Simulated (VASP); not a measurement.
A run of VASP 6.6.1:

The input INCAR:

```
  PREC = Accurate
  ENCUT = 600
  EDIFF = 1E-6
  ISMEAR = -1
  SIGMA = 0.05
  LREAL = F
  LASPH = T
  NELM = 150
  ALGO = Normal
  ISIF = 3
  LWAVE = F
  LCHARG = F
  ISPIN = 2
  MAGMOM = 0 3
  LORBIT = 11
  LMAXMIX = 4
  GGA = B5
  ALDAX = 1.0
  AGGAX = 1.0
  AGGAC = 1.0
  ALDAC = 0.0
  IBRION = 2
  NSW = 80
  EDIFFG = -0.02
```

The input KPOINTS:

```
Automatic mesh
0
Gamma
  10 10 7
```

POSCAR

```
FePt
1.0
    2.7235000000      0.0000000000      0.0000000000
    0.0000000000      2.7235000000      0.0000000000
    0.0000000000      0.0000000000      3.7200000000
Pt Fe
1 1
Direct
    0.5000000000      0.5000000000      0.5000000000
    0.0000000000      0.0000000000      0.0000000000
```

Potentials or basis: VASP PAW PBE potentials, release 64 (Pt, Fe).

Launch:

```bash
$ cat potpaw_PBE.64/Pt/POTCAR potpaw_PBE.64/Fe/POTCAR > POTCAR
$ mpirun -np 1 vasp_std > vasp.out
```

Hardware: 1 thread of Oxide Virtual Turin-like Processor, with other jobs on the host.

Problem. Estimate the wall time of this run.

Solution. Run time: 4.7 min on 1 thread of Oxide Virtual Turin-like Processor, on a shared host, peak memory 0.19 GiB. Counts: scf iterations 43, k points 84, ion steps 4.
